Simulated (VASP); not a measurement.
PIr2:

```
CELL_PARAMETERS angstrom
0.00000 2.77669 2.77669
2.77669 0.00000 2.77669
2.77669 2.77669 0.00000
ATOMIC_POSITIONS crystal
P 0.00000 0.00000 0.00000
Ir 0.25000 0.25000 0.25000
Ir 0.75000 0.75000 0.75000
```

This cell differs from its parent crystal: volume scaled by 1.01.

Base run:

| Property | Result |
| --- | --- |
| Program | VASP 6.6.1 |
| Functional | LDA |
| Potentials or basis | VASP PAW LDA potentials, release 64 (P, Ir) |
| Cutoff | 520 eV |
| k mesh | 11 × 11 × 11 |
| Occupations | fermi-dirac, width 0.05 eV |
| Spin | no spin polarisation |

Its results: pressure -5.9 GPa.

Problem. The run is repeated on the same cell with these changes: potentials or basis from VASP PAW LDA potentials, release 64 (P, Ir) to VASP PAW LDA potentials, release 64 (P, Ir_sv_GW); cutoff from 520 eV to 420 eV; further incar settings from ALGO = Normal; EDIFF = 1e-08; NBANDS = 18 to ALGO = Normal; EDIFF = 1e-08; NBANDS = 26; valence electrons from 23 to 39. What comes out?

Solution. Pressure -8.3 GPa.
